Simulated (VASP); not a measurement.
Runs of VASP 6.6.1 on CuAu. The structure is that of space group P4/mmm (No. 123), or close to it. The cells are those of the table. 

| task | cell | gap on the mesh (eV) | pressure (GPa) |
| --- | --- | --- | --- |
| electric field gradients | a = 2.800, b = 2.800, c = 3.670 Å, 2 atoms | none | 6.7 |
| electric field gradients | a = 2.855, b = 2.855, c = 3.742 Å, 2 atoms | none | -2.0 |
| single point | a = 2.828, b = 2.828, c = 3.706 Å, 2 atoms | none | 1.9 |
| single point | a = 2.855, b = 2.855, c = 3.742 Å, 2 atoms | none | (a) |
| electric field gradients | a = 2.743, b = 2.743, c = 3.596 Å, 2 atoms | none | 19.3 |
| single point | a = 2.743, b = 2.743, c = 3.596 Å, 2 atoms | none | (b) |
| electric field gradients | a = 2.772, b = 2.772, c = 3.633 Å, 2 atoms | none | 12.5 |

Alike in all rows: level PBE; potentials or basis VASP PAW PBE potentials, release 64 (Cu, Au); no spin polarisation; k mesh 12 × 12 × 9; cutoff (eV) 520; smearing fermi-dirac 0.08 eV.

**Question.** Fill in the values left out.

**Answer.** (a) -2.1; (b) 19.2.

Caveats: spin-orbit coupling is left out, which moves the levels of the heavy elements; the cell stands under pressure (at least some runs).

A k mesh can miss the band edges, and the runs leave out spin-orbit coupling on Au.

A gap of «none» marks levels without a gap at the run's occupations.
